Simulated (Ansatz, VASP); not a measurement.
# CdSe: VASP beside Ansatz

Contents of INCAR:

```
SYSTEM = CdSe
  PREC = Accurate
  ENCUT = 520
  EDIFF = 1E-8
  ISMEAR = -1
  SIGMA = 0.02
  LREAL = .FALSE.
  LASPH = .TRUE.
  NELM = 60
  ALGO = Normal
  ISIF = 2
  LWAVE = .FALSE.
  LCHARG = .FALSE.
  GGA = PE
  LEFG = .TRUE.
  NBANDS = 26
```

The input KPOINTS:

```
regular mesh
0
G
  12 12 6
  0 0 0
```

The input POSCAR:

```
CdSe
1.0
    4.2990000000      0.0000000000      0.0000000000
   -2.1495000000      3.7230432109      0.0000000000
    0.0000000000      0.0000000000      7.0100000000
Cd Se
2 2
Direct
    0.3333333333      0.6666666667      0.0000000000
    0.6666666667      0.3333333333      0.5000000000
    0.3333333333      0.6666666667      0.3767900000
    0.6666666667      0.3333333333      0.8767900000
```

Input for Ansatz:

```yaml
crystal:
  lattice:
    - [4.299, 0.0, 0.0]
    - [-2.1495, 3.7230432109, 0.0]
    - [0.0, 0.0, 7.01]
  atoms:
    - { symbol: Cd, position: [0.3333333333, 0.6666666667, 0.0] }
    - { symbol: Cd, position: [0.6666666667, 0.3333333333, 0.5] }
    - { symbol: Se, position: [0.3333333333, 0.6666666667, 0.37679] }
    - { symbol: Se, position: [0.6666666667, 0.3333333333, 0.87679] }
kpoints:
  mp_grid: { grid: [12, 12, 6] }
scf:
  occupations: { method: fermi_dirac, width: 0.02 }
hamiltonian:
  xc: pbe
  pseudopotentials: { kind: paw }
output:
  forces: true
  stress: true
  populations: true
  efg: { contact_densities: true }
```

Alike in both runs: task electric field gradients; functional PBE; k mesh 12 × 12 × 6; occupations fermi-dirac, width 0.02 eV; no spin polarisation.

|  | VASP | Ansatz |
| --- | --- | --- |
| version | VASP 6.6.1 | Ansatz 0.2.0 |
| potentials or method | VASP PAW PBE potentials, release 64 (Cd, Se) | plane-wave PAW, scalar-relativistic |
| plane-wave cutoff (eV) | 520 | 420 |
| valence electrons in the cell | 36 | 72 |

```csv
,VASP,Ansatz,Ansatz less VASP
pressure (GPa),3.4,3.0,-0.33
"traceless stress, the component that is largest in VASP (GPa)",-0.10,-0.09,+0.002
rms of the force components (eV/Å),0.020,0.019,-0.0011
size of Vzz on the site where it differs most (V/Å²),5.2,4.6,-0.60
```

Atom by atom the forces differ by 0.001 eV/Å (rms over components). VASP's potentials hold 36 valence electrons a cell and Ansatz's 72, so a difference there can come from the potentials and not from the codes.
